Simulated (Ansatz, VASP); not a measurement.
**Two plane-wave programs on Se**

INCAR

```
SYSTEM = Se
ALGO = Normal
EDIFF = 1E-7
ENCUT = 520
GGA = RE
ISIF = 2
ISMEAR = -1
LASPH = .TRUE.
LCHARG = .FALSE.
LREAL = .FALSE.
LWAVE = .FALSE.
NBANDS = 9
NELM = 100
PREC = Accurate
SIGMA = 0.1
```

Contents of KPOINTS:

```
k-points
0
G
  12 12 12
  0 0 0
```

The input POSCAR:

```
Se
1.0
    2.9224118398      0.0000000000      0.0000000000
    0.0000000000      2.9224118398      0.0000000000
    0.0000000000      0.0000000000      2.9224118398
Se
1
Direct
    0.0000000000      0.0000000000      0.0000000000
```

Input for Ansatz:

```yaml
crystal:
  lattice:
    - [2.9224118398, 0.0, 0.0]
    - [0.0, 2.9224118398, 0.0]
    - [0.0, 0.0, 2.9224118398]
  atoms:
    - { symbol: Se, position: [0.0, 0.0, 0.0] }
hamiltonian:
  xc: revpbe
  pseudopotentials:
    kind: paw
    azcp:
      Se: "pseudopotentials/Se.paw.azcp"
basis:
  ecutwfc: 420
  fft_grid_basis: typed
kpoints:
  mp_grid: { grid: [12, 12, 12], shift: [0, 0, 0] }
magnetization:
  spin_polarized: false
scf:
  occupations: { method: fermi_dirac, width: 0.1 }
  lower_state_search: "off"
output:
  stress: true
  write_density: true
  write_potential: true
  elf: true
  volumetric_format: npy
```

Alike in both runs: task single point; functional revPBE; k mesh 12 × 12 × 12; occupations fermi-dirac, width 0.1 eV; no spin polarisation.

|  | VASP | Ansatz |
| --- | --- | --- |
| version | VASP 6.6.1 | Ansatz 0.2.0 |
| potentials or method | VASP PAW PBE potentials, release 64 (Se), cutoff 520 eV | plane waves (420 eV) with PAW, scalar-relativistic |
| valence electrons in the cell | 6 | 16 |

|  | VASP | Ansatz | Ansatz less VASP |
| --- | --- | --- | --- |
| pressure (GPa) | -4.2 | -4.2 | +0.01 |

VASP's potentials were made for PBE, not for revPBE. VASP's potentials hold 6 valence electrons a cell and Ansatz's 16, so a difference there can come from the potentials and not from the codes.
